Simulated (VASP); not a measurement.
# Ir (C2/m) in VASP: further runs

Ir is run at these levels: PBEsol; tasks: single point.

All numbers are computed with VASP 6.6.1; they aren't measurements. Logs are shortened: lines on timing, memory, paths and dates and some standing lists are left out, and cuts for length are marked.

### Step 1. The cell of the first run

Symmetry: C2/m, No. 12, monoclinic system. Conventional cell: a = 4.754 Å, b = 2.745 Å, c = 4.447 Å, α = 90.00°, β = 90.00°, γ = 90.00°. Within 3.2 Å of Ir (site symmetry m) lie 12 Ir at 2.40 to 3.01 Å.

### Step 2. Single point, PBEsol (shortest bond scaled by 0.88)

INCAR reads:

```
PREC     = Accurate       # precision mode
ENCUT    = 520            # plane-wave cutoff, eV
EDIFF    = 1E-7           # SCF threshold, eV
ISMEAR   = -1             # smearing method
SIGMA    = 0.05           # smearing width, eV
LREAL    = F              # projectors in reciprocal space
LASPH    = T              # aspherical terms in the spheres
NELM     = 100            # most SCF steps
ALGO     = Normal         # electronic algorithm
ISIF     = 2              # what is computed and relaxed
LWAVE    = F              # write WAVECAR
LCHARG   = F              # write CHGCAR
GGA      = PS             # functional
NBANDS   = 16             # bands
```

KPOINTS reads:

```
regular mesh
0
Gamma
  13 13 7
```

POSCAR reads:

```
Ir
1.0
    2.7448628762      0.0000000000      0.0000000000
   -1.3724314381      2.3771209807      0.0000000000
    0.0000000000      0.0000000000      4.4466778595
Ir
2
Direct
    0.2933333333      0.6466666667      0.2200000000
    0.7066666667      0.3533333333      0.7800000000
```

Potentials or basis: VASP PAW PBE potentials, release 64 (Ir).

Command:

```
cat potpaw_PBE.64/Ir/POTCAR > POTCAR
mpirun -np 1 vasp_std > vasp.out
```

OUTCAR:

```text
PREC = Accurate
   ENCUT = 520
   EDIFF = 1E-7
   ISMEAR = -1
   LREAL = F
   LASPH = T
   NELM = 100
   ISIF = 2
   GGA = PS

 ion  position               nearest neighbor table
   1  0.293  0.647  0.220-   2 2.40   2 2.58   2 2.58   2 2.85   2 3.01   2 3.01
   2  0.707  0.353  0.780-   1 2.40   1 2.58   1 2.58   1 2.85   1 3.01   1 3.01

  LATTYP: Found a hexagonal cell.
 ALAT       =     2.7448628762
 C/A-ratio  =     1.6200000000

  Lattice vectors:

 A1 = (   2.7448628762,   0.0000000000,   0.0000000000)
 A2 = (  -1.3724314381,   2.3771209807,   0.0000000000)
 A3 = (   0.0000000000,   0.0000000000,   4.4466778595)

Analysis of symmetry for initial positions (statically):
=====================================================================
 Subroutine PRICEL returns:
 Original cell was already a primitive cell.

 Routine SETGRP: Setting up the symmetry group for a
 hexagonal supercell.

 Subroutine GETGRP returns: Found  4 space group operations
 (whereof  4 operations were pure point group operations)
 out of a pool of 24 trial point group operations.

The static configuration has the point symmetry C_2h.

Analysis of symmetry for dynamics (positions and initial velocities):
=====================================================================
 Subroutine PRICEL returns:
 Original cell was already a primitive cell.

 Routine SETGRP: Setting up the symmetry group for a
 hexagonal supercell.

 Subroutine GETGRP returns: Found  4 space group operations
 (whereof  4 operations were pure point group operations)
 out of a pool of 24 trial point group operations.

The dynamic configuration has the point symmetry C_2h.

 Subroutine INISYM returns: Found  4 space group operations
 (whereof  4 operations are pure point group operations),
 and found     1 'primitive' translations

----------------------------------------------------------------------------------------

                                     Primitive cell

  volume of cell :      29.0140

  direct lattice vectors                    reciprocal lattice vectors
     2.744862876  0.000000000  0.000000000     0.364316924  0.210338474  0.000000000
    -1.372431438  2.377120981  0.000000000     0.000000000  0.420676948  0.000000000
     0.000000000  0.000000000  4.446677860     0.000000000  0.000000000  0.224886990

  length of vectors
     2.744862876  2.744862876  4.446677860     0.420676948  0.420676948  0.224886990

  position of ions in fractional coordinates (direct lattice)
     0.293333333  0.646666667  0.220000000
     0.706666667  0.353333333  0.780000000

  ion indices of the primitive-cell ions
   primitive index   ion index
                 1           1
                 2           2

----------------------------------------------------------------------------------------

 KPOINTS: regular mesh

Automatic generation of k-mesh.
 Grid dimensions read from file:
 generate k-points for:   13   13    7

 Generating k-lattice:

  Cartesian coordinates                     Fractional coordinates (reciprocal lattice)
     0.028024379  0.016179883  0.000000000     0.076923077  0.000000000  0.000000000
     0.000000000  0.032359765  0.000000000     0.000000000  0.076923077  0.000000000
     0.000000000  0.000000000  0.032126713     0.000000000  0.000000000  0.142857143

  Length of vectors
     0.032359765  0.032359765  0.032126713

  Shift w.r.t. Gamma in fractional coordinates (k-lattice)
     0.000000000  0.000000000  0.000000000

 Subroutine IBZKPT returns following result:
 ===========================================

 Found    322 irreducible k-points:

 Following reciprocal coordinates:
            Coordinates               Weight
  0.000000  0.000000  0.000000      1.000000
  0.076923 -0.000000  0.000000      2.000000
  0.000000  0.076923  0.000000      4.000000
  0.153846 -0.000000  0.000000      2.000000
  0.000000  0.153846  0.000000      4.000000
  0.230769 -0.000000  0.000000      2.000000
[... 16 lines left out ...]
 -0.076923  0.384615  0.000000      4.000000
 -0.384615  0.307692  0.000000      4.000000
 [... further k-points ...]
   k-points           NKPTS =    322   k-points in BZ     NKDIM =    322   number of bands    NBANDS=     16
   number of dos      NEDOS =    301   number of ions     NIONS =      2
   total plane-waves  NPLWV =  14400
   dimension x,y,z NGX =    20 NGY =   20 NGZ =   36
   dimension x,y,z NGXF=    40 NGYF=   40 NGZF=   72
   ions per type =               2
   NGX,Y,Z   is equivalent  to a cutoff of  12.11, 12.11, 13.46 a.u.
   NGXF,Y,Z  is equivalent  to a cutoff of  24.23, 24.23, 26.92 a.u.
 SYSTEM =  unknown system
   PREC   = accura    normal or accurate (medium, high low for compatibility)
   ISTART =      0    job   : 0-new  1-cont  2-samecut
   ICHARG =      2    charge: 1-file 2-atom 10-const
   ISPIN  =      1    spin polarized calculation?
   LNONCOLLINEAR =      F non collinear calculations
   LSORBIT =      F    spin-orbit coupling
   LASPH  =      T    aspherical Exc in radial PAW
   ENCUT  =  520.0 eV  38.22 Ry    6.18 a.u.   5.10  5.10  8.27*2*pi/ulx,y,z
   NELM   =    100;   NELMIN=  2; NELMDL= -5     # of ELM steps
   EDIFF  = 0.1E-06   stopping-criterion for ELM
   LREAL  =      F    real-space projection
   EDIFFG = 0.1E-05   stopping-criterion for IOM
   NSW    =      0    number of steps for IOM
   IBRION =     -1    ionic relax: 0-MD 1-quasi-New 2-CG
   NFREE  =      0    steps in history (QN), initial steepest desc. (CG)
   ISIF   =      2    stress and relaxation
   ISYM   =      2    0-nonsym 1-usesym 2-fastsym
   POTIM  = 0.5000    time-step for ionic-motion
   TEBEG  =    0.0;   TEEND  =   0.0 temperature during run
   PSTRESS=    0.0 pullay stress
   NELECT =      18.0000    total number of electrons
   NUPDOWN=      -1.0000    fix difference up-down
   EMIN   =  10.00;   EMAX   =-10.00  energy-range for DOS
   EFERMI =   0.00;   METHOD = LEGACY
   ISMEAR =    -1;   SIGMA  =   0.05  broadening in eV -4-tet -1-fermi 0-gaus
   EFERMI_NEDOS =   21; number of points for ismear=-14 and -15
   IALGO  =     38    algorithm
   IMIX   =      4    mixing-type and parameters
     AMIX     =   0.40;   BMIX     =  1.00
     AMIX_MAG =   1.60;   BMIX_MAG =  1.00
  volume/ion in A,a.u.               =      14.51        97.90
  Fermi-wavevector in a.u.,A,eV,Ry     =   1.396250  2.638530 26.524742  1.949514
  Thomas-Fermi vector in A             =   2.519622
   LORBIT       =      0    0 simple, 1 ext, 2 COOP (PROOUT), +10 PAW based schemes
   GGA     = PS    functional components
   LHFCALC =     F    Hartree Fock is set to
   AEXX    =    0.0000 exact exchange contribution
   IVDW    =     0    specifies the selected vdW correction
   LEPSILON=     F    determine dielectric tensor
   LRPA    =     F    only Hartree local field effects (RPA)
 non-spin polarized calculation
  energy-cutoff  :      520.00
  volume of cell :       29.01
 maximum number of plane-waves:       790
   NGX = 11   NGY = 11   NGZ = 17

 number of electron      17.9999999 magnetization

 Free energy of the ion-electron system (eV)
  ---------------------------------------------------
  ext. energy  EPLUGINS =         0.00000000
  ---------------------------------------------------
  free energy    TOTEN  =       -18.88110768 eV

  energy without entropy =      -18.86173875  energy(sigma->0) =      -18.87142321

 E-fermi :  10.0761     XC(G=0): -13.9053

 val. band max:       10.0744496491   @ k =   0.3846   0.3077   0.2857
 cond. band min:      10.0793953356   @ k =   0.2308   0.2308   0.1429
 fundamental gap:      0.0049456864
 Fermi energy:        10.0761335212

 k-point     1 :       0.0000    0.0000    0.0000
  band No.  band energies     occupation
      1      -1.1330      2.00000
      2       1.7442      2.00000
      3       5.6161      2.00000
      4       5.9060      2.00000
      5       5.9931      2.00000
      6       6.1835      2.00000
[... 8 lines left out ...]
     15      26.9710      0.00000
     16      27.7316      0.00000

 k-point     2 :       0.0769   -0.0000    0.0000
  band No.  band energies     occupation
      1      -0.9040      2.00000
      2       1.9561      2.00000
      3       5.3874      2.00000
      4       5.7960      2.00000
      5       6.1523      2.00000
      6       6.3187      2.00000
[... 8 lines left out ...]
     15      27.3121      0.00000
     16      27.7872      0.00000

 k-point     3 :       0.0000    0.0769    0.0000
  band No.  band energies     occupation
      1      -0.9078      2.00000
      2       1.9325      2.00000
      3       5.4035      2.00000
      4       5.9790      2.00000
      5       6.0665      2.00000
      6       6.1661      2.00000
[... 8 lines left out ...]
     15      27.1429      0.00000
     16      27.8708      0.00000

 k-point     4 :       0.1538   -0.0000    0.0000
  band No.  band energies     occupation
      1      -0.2504      2.00000
      2       2.5208      2.00000
      3       4.9093      2.00000
      4       5.4373      2.00000
      5       6.4393      2.00000
      6       6.7693      2.00000
[... 8 lines left out ...]
     15      27.3811      0.00000
     16      27.8782      0.00000
[... 324 lines left out ...]
 k-point    22 :       0.3077    0.0769    0.0000
  band No.  band energies     occupation
      1       2.2616      2.00000
      2       3.0348      2.00000
      3       3.8293      2.00000
      4       5.1593      2.00000
      5       5.7666      2.00000
      6       6.4374      2.00000
[... 8 lines left out ...]
     15      22.5101      0.00000
     16      24.5204      0.00000

 k-point    23 :      -0.0769    0.3846    0.0000
  band No.  band energies     occupation
      1       2.0312      2.00000
      2       2.8092      2.00000
      3       3.4574      2.00000
      4       5.2996      2.00000
      5       5.8960      2.00000
      6       6.5004      2.00000
[... 8 lines left out ...]
     15      22.5574      0.00000
     16      24.9023      0.00000

 k-point    24 :      -0.3846    0.3077    0.0000
  band No.  band energies     occupation
      1       2.0377      2.00000
      2       2.8073      2.00000
      3       3.5203      2.00000
      4       5.3899      2.00000
      5       5.7248      2.00000
      6       6.5631      2.00000
[... 8 lines left out ...]
     15      22.6309      0.00000
     16      24.9123      0.00000

 [... further k-points ...]

------------------------ aborting loop because EDIFF is reached ----------------------------------------

  FORCE on cell =-STRESS in cart. coord.  units (eV):
  Direction    XX          YY          ZZ          XY          YZ          ZX
  --------------------------------------------------------------------------------------
  -------------------------------------------------------------------------------------
  Total        0.7553960     -0.1202888      3.2367083      0.7583653      1.2551021      2.1739002
  in kB       41.7135992     -6.6424495    178.7337399     41.8775666     69.3077867    120.0445868
  external PRESSURE =      71.2682965 kB  Pullay stress =       0.0000000 kB

 VOLUME and BASIS-vectors are now :
 -----------------------------------------------------------------------------
  energy-cutoff  :      520.00
  volume of cell :       29.01
      direct lattice vectors                 reciprocal lattice vectors
     2.744862876  0.000000000  0.000000000     0.364316924  0.210338474  0.000000000
    -1.372431438  2.377120981  0.000000000     0.000000000  0.420676948  0.000000000
     0.000000000  0.000000000  4.446677860     0.000000000  0.000000000  0.224886990

 POSITION                                       TOTAL-FORCE (eV/Angst)
 -----------------------------------------------------------------------------------
     -0.08235      1.53720      0.97827         1.175152      0.678475      3.899148
      1.45478      0.83992      3.46841        -1.175152     -0.678475     -3.899148
 -----------------------------------------------------------------------------------
    total drift:                                0.000000     -0.000000     -0.000000

  FREE ENERGIE OF THE ION-ELECTRON SYSTEM (eV)
  ---------------------------------------------------
  free  energy   TOTEN  =       -18.8811076827 eV

  energy  without entropy=      -18.8617387469  energy(sigma->0) =      -18.87142321
```

Wall time 3.3 min (1 thread of Intel Xeon 8259CL, shared host); peak memory 0.21 GiB.

What came out:

```yaml
Free_energy: -18.8811 eV
Pressure: 7.1 GPa
Largest_force: 4.129 eV/Å
Band_gap_on_the_k_mesh: zero (bands 9 and 10 overlap by 2.73 eV)
```

Forces on the atoms (eV/Å):
```
Ir   1.175  0.678  3.899
Ir  -1.175 -0.678 -3.899
```

Caveat: the cell differs from its parent crystal (shortest bond scaled by 0.88); the cell stands under pressure; the PAW data sets were made with another functional, which shifts forces and pressure a little; spin-orbit coupling is left out, which moves the levels of the heavy elements.

### Step 3. Single point, PBEsol (shortest bond scaled by 0.82)

INCAR reads:

```
PREC     = Accurate       # precision mode
ENCUT    = 520            # plane-wave cutoff, eV
EDIFF    = 1E-6           # SCF threshold, eV
ISMEAR   = -1             # smearing method
SIGMA    = 0.05           # smearing width, eV
LREAL    = False          # projectors in reciprocal space
LASPH    = True           # aspherical terms in the spheres
NELM     = 60             # most SCF steps
ALGO     = Normal         # electronic algorithm
ISIF     = 2              # what is computed and relaxed
LWAVE    = False          # write WAVECAR
LCHARG   = True           # write CHGCAR
GGA      = PS             # functional
LELF     = True           # ELF
LVHAR    = True         
NBANDS   = 16             # bands
```

KPOINTS is that of step 2.

POSCAR reads:

```
Ir
1.0
    2.7448628762      0.0000000000      0.0000000000
   -1.3724314381      2.3771209807      0.0000000000
    0.0000000000      0.0000000000      4.4466778595
Ir
2
Direct
    0.2733333333      0.6366666667      0.2050000000
    0.7266666667      0.3633333333      0.7950000000
```

Potentials or basis: VASP PAW PBE potentials, release 64 (Ir).

Command:

```
cat potpaw_PBE.64/Ir/POTCAR > POTCAR
mpirun -np 1 vasp_std > vasp.out
```

Wall time 3 min (1 thread of Intel Xeon 8259CL, shared host); peak memory 0.21 GiB.

The run converged. Its results:

| Quantity | Value |
| --- | --- |
| Free energy | -17.9174 eV |
| Pressure | 29.5 GPa |
| Largest force | 8.440 eV/Å |
| Band gap on the k mesh | zero (bands 9 and 10 overlap by 2.42 eV) |

Forces in eV/Å, atoms in the order of the input:
```
Ir   2.671  1.542  7.856
Ir  -2.671 -1.542 -7.856
```

Stress tensor (GPa, compression positive):
```
25.77 12.61 27.96
12.61 11.21 16.14
27.96 16.14 51.63
```

Levels at points of the mesh, in eV from the Fermi level:
```tsv
k point	band 6	band 7	band 8	band 9	band 10	band 11	band 12	band 13
(0.00, 0.00, 0.00)	-4.41	-3.26	-2.29	-0.96	-0.32	0.03	1.21	5.34
```

Caveat: the cell differs from its parent crystal (shortest bond scaled by 0.82); the cell stands under pressure; the PAW data sets were made with another functional, which shifts forces and pressure a little; spin-orbit coupling is left out, which moves the levels of the heavy elements.

[end of part 1 of 2]
